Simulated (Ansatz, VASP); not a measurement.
## Two plane-wave programs on Ag

```
CELL_PARAMETERS angstrom
0.00000 4.14687 4.14687
4.14687 0.00000 4.14687
4.14687 4.14687 0.00000
ATOMIC_POSITIONS crystal
Ag 0.00000 0.00000 0.00000
Ag 0.00000 0.00000 0.50000
Ag 0.00000 0.50000 0.00000
Ag 0.00000 0.50000 0.50000
Ag 0.50000 0.00000 0.00000
Ag 0.50000 0.00000 0.50000
Ag 0.50000 0.50000 0.00000
Ag 0.50000 0.50000 0.50000
```

Alike in both runs: task single point; functional LDA; k mesh 6 × 6 × 6; occupations fermi-dirac, width 0.0816 eV; no spin polarisation.

|  | VASP | Ansatz |
| --- | --- | --- |
| version | VASP 6.6.1 | Ansatz 0.2.0 |
| potentials or method | VASP PAW LDA potentials, release 64 (Ag) | PAW with Ansatz's default frozen-core files, scalar-relativistic |
| plane-wave cutoff (eV) | 500 | 420 |
| valence electrons in the cell | 88 | 152 |

```csv
,VASP,Ansatz,Ansatz less VASP
pressure (GPa),-10.6,-10.8,-0.19
```

LDA's correlation is that of Perdew and Zunger in VASP and of Perdew and Wang (1992) in Ansatz. VASP's potentials hold 88 valence electrons a cell and Ansatz's 152, so a difference there can come from the potentials and not from the codes.
